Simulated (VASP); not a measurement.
# Sb (R-3m) in VASP: further runs

Sb is run at these levels: LDA; tasks: single point.

Program: VASP 6.6.1. These are calculated values, not measurements. Logs are shortened: lines on timing, memory, paths and dates and some standing lists are left out, and cuts for length are marked.

## (1) The cell of the first run

It takes space group R-3m (No. 166, trigonal). The conventional cell has a = 4.291 Å, b = 4.291 Å, c = 10.976 Å, α = 90.00°, β = 90.00°, γ = 120.00°. Sb (site symmetry 3m) has 6 Sb at 2.91 to 3.27 Å within 3.8 Å.

## (2) Single point, LDA

INCAR reads:

```
PREC = Accurate ; ENCUT = 520
EDIFF = 1E-7 ; ISMEAR = -1
SIGMA = 0.3 ; LREAL = False
LASPH = True ; NELM = 60
ALGO = Normal ; ISIF = 2
LWAVE = False ; LCHARG = False
NBANDS = 12
```

KPOINTS reads:

```
regular mesh
0
Gamma
  9 9 9
```

POSCAR reads:

```
Sb
1.0
    2.1456002536      1.2387628840      3.6587425366
   -2.1456002536      1.2387628840      3.6587425366
    0.0000000000     -2.4775257680      3.6587425366
Sb
2
Direct
    0.2359371474      0.2359371474      0.2359371474
    0.7640628526      0.7640628526      0.7640628526
```

Potentials or basis: VASP PAW LDA potentials, release 64 (Sb).

Command:

```bash
$ cat potpaw_LDA.64/Sb/POTCAR > POTCAR
$ mpirun -np 1 vasp_std > vasp.out
```

OUTCAR:

```text
PREC = Accurate
   ENCUT = 520
   EDIFF = 1E-7
   ISMEAR = -1
   LREAL = False
   LASPH = True
   NELM = 60
   ISIF = 2

 ion  position               nearest neighbor table
   1  0.236  0.236  0.236-   2 2.91   2 2.91   2 2.91   2 3.27   2 3.27   2 3.27
   2  0.764  0.764  0.764-   1 2.91   1 2.91   1 2.91   1 3.27   1 3.27   1 3.27

  LATTYP: Found a trigonal (rhomboedric) cell.
 ALAT       =     4.4186571354
 COS(alpha) =     0.5284290848

  Lattice vectors:

 A1 = (   2.1456002536,   1.2387628840,   3.6587425366)
 A2 = (  -2.1456002536,   1.2387628840,   3.6587425366)
 A3 = (   0.0000000000,  -2.4775257680,   3.6587425366)

Analysis of symmetry for initial positions (statically):
=====================================================================
 Subroutine PRICEL returns:
 Original cell was already a primitive cell.

 Routine SETGRP: Setting up the symmetry group for a
 trigonal (rhombohedral) supercell.

 Subroutine GETGRP returns: Found 12 space group operations
 (whereof 12 operations were pure point group operations)
 out of a pool of 12 trial point group operations.

The static configuration has the point symmetry D_3d.

Analysis of symmetry for dynamics (positions and initial velocities):
=====================================================================
 Subroutine PRICEL returns:
 Original cell was already a primitive cell.

 Routine SETGRP: Setting up the symmetry group for a
 trigonal (rhombohedral) supercell.

 Subroutine GETGRP returns: Found 12 space group operations
 (whereof 12 operations were pure point group operations)
 out of a pool of 12 trial point group operations.

The dynamic configuration has the point symmetry D_3d.

 Subroutine INISYM returns: Found 12 space group operations
 (whereof 12 operations are pure point group operations),
 and found     1 'primitive' translations

----------------------------------------------------------------------------------------

                                     Primitive cell

  volume of cell :      58.3472

  direct lattice vectors                    reciprocal lattice vectors
     2.145600254  1.238762884  3.658742537     0.233035021  0.134542832  0.091105982
    -2.145600254  1.238762884  3.658742537    -0.233035021  0.134542832  0.091105982
     0.000000000 -2.477525768  3.658742537     0.000000000 -0.269085664  0.091105982

  length of vectors
     4.418657135  4.418657135  4.418657135     0.284090469  0.284090469  0.284090469

  position of ions in fractional coordinates (direct lattice)
     0.235937147  0.235937147  0.235937147
     0.764062853  0.764062853  0.764062853

  ion indices of the primitive-cell ions
   primitive index   ion index
                 1           1
                 2           2

----------------------------------------------------------------------------------------

 KPOINTS: regular mesh

Automatic generation of k-mesh.
 Grid dimensions read from file:
 generate k-points for:    9    9    9

 Generating k-lattice:

  Cartesian coordinates                     Fractional coordinates (reciprocal lattice)
     0.025892780  0.014949204  0.010122887     0.111111111  0.000000000  0.000000000
    -0.025892780  0.014949204  0.010122887     0.000000000  0.111111111  0.000000000
     0.000000000 -0.029898407  0.010122887     0.000000000  0.000000000  0.111111111

  Length of vectors
     0.031565608  0.031565608  0.031565608

  Shift w.r.t. Gamma in fractional coordinates (k-lattice)
     0.000000000  0.000000000  0.000000000

 Subroutine IBZKPT returns following result:
 ===========================================

 Found     85 irreducible k-points:

 Following reciprocal coordinates:
            Coordinates               Weight
  0.000000  0.000000  0.000000      1.000000
  0.111111  0.000000  0.000000      6.000000
  0.222222  0.000000 -0.000000      6.000000
  0.333333  0.000000 -0.000000      6.000000
  0.444444  0.000000 -0.000000      6.000000
  0.111111  0.111111  0.000000      6.000000
[... 16 lines left out ...]
 -0.333333  0.333333  0.000000      6.000000
  0.444444  0.444444 -0.000000      6.000000
 [... further k-points ...]
   k-points           NKPTS =     85   k-points in BZ     NKDIM =     85   number of bands    NBANDS=     12
   number of dos      NEDOS =    301   number of ions     NIONS =      2
   total plane-waves  NPLWV =  46656
   dimension x,y,z NGX =    36 NGY =   36 NGZ =   36
   dimension x,y,z NGXF=    72 NGYF=   72 NGZF=   72
   ions per type =               2
   NGX,Y,Z   is equivalent  to a cutoff of  13.54, 13.54, 13.54 a.u.
   NGXF,Y,Z  is equivalent  to a cutoff of  27.09, 27.09, 27.09 a.u.
 SYSTEM =  unknown system
   PREC   = accura    normal or accurate (medium, high low for compatibility)
   ISTART =      0    job   : 0-new  1-cont  2-samecut
   ICHARG =      2    charge: 1-file 2-atom 10-const
   ISPIN  =      1    spin polarized calculation?
   LNONCOLLINEAR =      F non collinear calculations
   LSORBIT =      F    spin-orbit coupling
   LASPH  =      T    aspherical Exc in radial PAW
   ENCUT  =  520.0 eV  38.22 Ry    6.18 a.u.   8.22  8.22  8.22*2*pi/ulx,y,z
   NELM   =     60;   NELMIN=  2; NELMDL= -5     # of ELM steps
   EDIFF  = 0.1E-06   stopping-criterion for ELM
   LREAL  =      F    real-space projection
   EDIFFG = 0.1E-05   stopping-criterion for IOM
   NSW    =      0    number of steps for IOM
   IBRION =     -1    ionic relax: 0-MD 1-quasi-New 2-CG
   NFREE  =      0    steps in history (QN), initial steepest desc. (CG)
   ISIF   =      2    stress and relaxation
   ISYM   =      2    0-nonsym 1-usesym 2-fastsym
   POTIM  = 0.5000    time-step for ionic-motion
   TEBEG  =    0.0;   TEEND  =   0.0 temperature during run
   PSTRESS=    0.0 pullay stress
   NELECT =      10.0000    total number of electrons
   NUPDOWN=      -1.0000    fix difference up-down
   EMIN   =  10.00;   EMAX   =-10.00  energy-range for DOS
   EFERMI =   0.00;   METHOD = LEGACY
   ISMEAR =    -1;   SIGMA  =   0.30  broadening in eV -4-tet -1-fermi 0-gaus
   EFERMI_NEDOS =   21; number of points for ismear=-14 and -15
   IALGO  =     38    algorithm
   IMIX   =      4    mixing-type and parameters
     AMIX     =   0.40;   BMIX     =  1.00
     AMIX_MAG =   1.60;   BMIX_MAG =  1.00
  volume/ion in A,a.u.               =      29.17       196.87
  Fermi-wavevector in a.u.,A,eV,Ry     =   0.909358  1.718437 11.251088  0.826932
  Thomas-Fermi vector in A             =   2.033393
   LORBIT       =      0    0 simple, 1 ext, 2 COOP (PROOUT), +10 PAW based schemes
   GGA     = CA    functional components
   LHFCALC =     F    Hartree Fock is set to
   AEXX    =    0.0000 exact exchange contribution
   IVDW    =     0    specifies the selected vdW correction
   LEPSILON=     F    determine dielectric tensor
   LRPA    =     F    only Hartree local field effects (RPA)
 non-spin polarized calculation
  energy-cutoff  :      520.00
  volume of cell :       58.35
 maximum number of plane-waves:      1584
 NGX is ok and might be reduce to    36
   NGX = 17   NGY = 17   NGZ = 17

 number of electron      10.0000000 magnetization

 Free energy of the ion-electron system (eV)
  ---------------------------------------------------
  ext. energy  EPLUGINS =         0.00000000
  ---------------------------------------------------
  free energy    TOTEN  =        -9.71803291 eV

  energy without entropy =       -9.49515710  energy(sigma->0) =       -9.60659500

 E-fermi :   7.4093     XC(G=0):  -9.8732

 val. band max:        7.3477629139   @ k =   0.2222   0.2222   0.1111
 cond. band min:       7.4974806437   @ k =   0.3333   0.2222   0.2222
 fundamental gap:      0.1497177299
 Fermi energy:         7.4092546738

 k-point     1 :       0.0000    0.0000    0.0000
  band No.  band energies     occupation
      1      -5.3867      2.00000
      2       2.8647      2.00000
      3       5.5239      1.99628
      4       5.6852      1.99364
      5       5.6852      1.99364
      6       9.8678      0.00055
      7      10.3733      0.00010
      8      10.3733      0.00010
      9      12.4827      0.00000
     10      12.4827      0.00000
     11      12.6496      0.00000
     12      14.0674      0.00000

 k-point     2 :       0.1111    0.0000    0.0000
  band No.  band energies     occupation
      1      -5.2471      2.00000
      2       2.1991      2.00000
      3       5.5556      1.99586
      4       5.6704      1.99394
      5       6.0078      1.98146
      6       9.6940      0.00098
      7       9.9844      0.00037
      8       9.9941      0.00036
      9      12.0793      0.00000
     10      12.5069      0.00000
     11      12.5753      0.00000
     12      14.9778      0.00000

 k-point     3 :       0.2222    0.0000   -0.0000
  band No.  band energies     occupation
      1      -4.8310      2.00000
      2       0.8582      2.00000
      3       5.6021      1.99517
      4       5.6543      1.99426
      5       6.4792      1.91381
      6       9.0304      0.00896
      7       9.1492      0.00604
      8       9.1823      0.00541
      9      12.2705      0.00000
     10      12.9101      0.00000
     11      13.2294      0.00000
     12      16.7434      0.00000
[... 286 lines left out ...]
 k-point    23 :      -0.3333    0.3333    0.0000
  band No.  band energies     occupation
      1      -2.2525      2.00000
      2      -2.0424      2.00000
      3       2.3271      2.00000
      4       4.6669      1.99979
      5       4.9995      1.99935
      6       9.7438      0.00083
      7      10.2506      0.00015
      8      12.6079      0.00000
      9      13.1612      0.00000
     10      14.0769      0.00000
     11      15.3063      0.00000
     12      17.5260      0.00000

 k-point    24 :       0.4444    0.4444   -0.0000
  band No.  band energies     occupation
      1      -3.0655      2.00000
      2      -0.3206      2.00000
      3       2.0574      2.00000
      4       3.7455      1.99999
      5       3.7820      1.99999
      6       9.1368      0.00629
      7      12.5685      0.00000
      8      12.9755      0.00000
      9      14.2868      0.00000
     10      16.0832      0.00000
     11      17.3543      0.00000
     12      18.4135      0.00000

 [... further k-points ...]
[... 5 lines left out ...]
  --------------------------------------------------------------------------------------
  -------------------------------------------------------------------------------------
  Total        0.1714882      0.1714882      0.1448093      0.0000000     -0.0000000      0.0000000
  in kB        4.7089580      4.7089580      3.9763708      0.0000000     -0.0000000      0.0000000
  external PRESSURE =       4.4647623 kB  Pullay stress =       0.0000000 kB

 VOLUME and BASIS-vectors are now :
 -----------------------------------------------------------------------------
  energy-cutoff  :      520.00
  volume of cell :       58.35
      direct lattice vectors                 reciprocal lattice vectors
     2.145600254  1.238762884  3.658742537     0.233035021  0.134542832  0.091105982
    -2.145600254  1.238762884  3.658742537    -0.233035021  0.134542832  0.091105982
     0.000000000 -2.477525768  3.658742537     0.000000000 -0.269085664  0.091105982

 POSITION                                       TOTAL-FORCE (eV/Angst)
 -----------------------------------------------------------------------------------
      0.00000      0.00000      2.58970         0.000000      0.000000      0.243292
      0.00000      0.00000      8.38653         0.000000     -0.000000     -0.243292
 -----------------------------------------------------------------------------------
    total drift:                               -0.000000      0.000000     -0.000000

  FREE ENERGIE OF THE ION-ELECTRON SYSTEM (eV)
  ---------------------------------------------------
  free  energy   TOTEN  =        -9.7180329052 eV

  energy  without entropy=       -9.4951571019  energy(sigma->0) =       -9.60659500
```

Wall time 1.8 min (1 thread of AMD EPYC 7R13, shared host); peak memory 0.17 GiB.

Results:

```yaml
Free_energy: -9.7180 eV
Pressure: 0.4 GPa
Largest_force: 0.243 eV/Å
```

Forces in eV/Å, atoms in the order of the input:
```
Sb   0.000  0.000  0.243
Sb   0.000  0.000 -0.243
```

Levels at points of the mesh, in eV from the Fermi level:
| k point | band 3 | band 4 | band 5 | band 6 | band 7 | band 8 |
| --- | --- | --- | --- | --- | --- | --- |
| (0.00, 0.00, 0.00) | -1.89 | -1.72 | -1.72 | 2.46 | 2.96 | 2.96 |

Caveat: spin-orbit coupling is left out, which moves the levels of the heavy elements.

## (3) Single point, LDA

INCAR reads:

```
SYSTEM = Sb
PREC = Accurate ; ENCUT = 520
EDIFF = 1E-7 ; ISMEAR = -1
SIGMA = 0.6 ; LREAL = .False.
LASPH = .True. ; NELM = 80
ALGO = Normal ; ISIF = 2
LWAVE = .False. ; LCHARG = .False.
GGA = CA ; NBANDS = 12
```

KPOINTS reads:

```
regular mesh
0
Gamma
  9 9 9
  0 0 0
```

POSCAR is that of step 2.

Potentials or basis: VASP PAW LDA potentials, release 64 (Sb).

Command:

```bash
$ cat potpaw_LDA.64/Sb/POTCAR > POTCAR
$ mpirun -np 1 vasp_std > vasp.out
```

It took 1.8 min on 1 thread of AMD EPYC 7R13, shared host; peak memory 0.17 GiB.

It converged, with:

- Free energy: -10.1189 eV
- Pressure: 1.7 GPa
- Largest force: 0.532 eV/Å

Forces on the atoms (eV/Å):
```
Sb   0.000  0.000  0.532
Sb   0.000  0.000 -0.532
```

Stress tensor (GPa, compression positive):
```
1.84 0.00 0.00
0.00 1.84 0.00
0.00 0.00 1.29
```

Levels at points of the mesh, in eV from the Fermi level:
| k point | band 2 | band 3 | band 4 | band 5 | band 6 | band 7 | band 8 | band 9 |
| --- | --- | --- | --- | --- | --- | --- | --- | --- |
| (0.00, 0.00, 0.00) | -4.52 | -1.86 | -1.70 | -1.70 | 2.49 | 2.99 | 2.99 | 5.10 |

Caveat: spin-orbit coupling is left out, which moves the levels of the heavy elements.
